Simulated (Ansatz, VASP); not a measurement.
**One calculation of BaTe, two programs**

```
CELL_PARAMETERS angstrom
4.84592 0.00000 0.00000
-2.42296 4.19669 0.00000
0.00000 0.00000 8.49736
ATOMIC_POSITIONS crystal
Ba 0.00000 0.00000 0.00000
Ba 0.00000 0.00000 0.50000
Te 0.33333 0.66667 0.25000
Te 0.66667 0.33333 0.75000
```

Alike in both runs: task single point; functional r2SCAN; k mesh 6 × 6 × 4; no spin polarisation.

|  | VASP | Ansatz |
| --- | --- | --- |
| version | VASP 6.6.1 | Ansatz 0.2.0 |
| potentials or method | VASP PAW PBE potentials, release 64 (Ba_sv, Te) | plane waves, PAW |
| plane-wave cutoff (eV) | 520 | 500 |
| occupations | gaussian, width 0.01 eV | fixed |
| valence electrons in the cell | 32 | 52 |

```csv
,VASP,Ansatz,Ansatz less VASP
gap on the k mesh at the Fermi level (eV),2.00,2.08,+0.082
pressure (GPa),1.3,1.0,-0.37
"traceless stress, the component that is largest in VASP (GPa)",0.13,0.08,-0.045
```

VASP's potentials were made for PBE, not for r2SCAN. VASP's potentials hold 32 valence electrons a cell and Ansatz's 52, so a difference there can come from the potentials and not from the codes.

Spin-orbit coupling is off throughout.
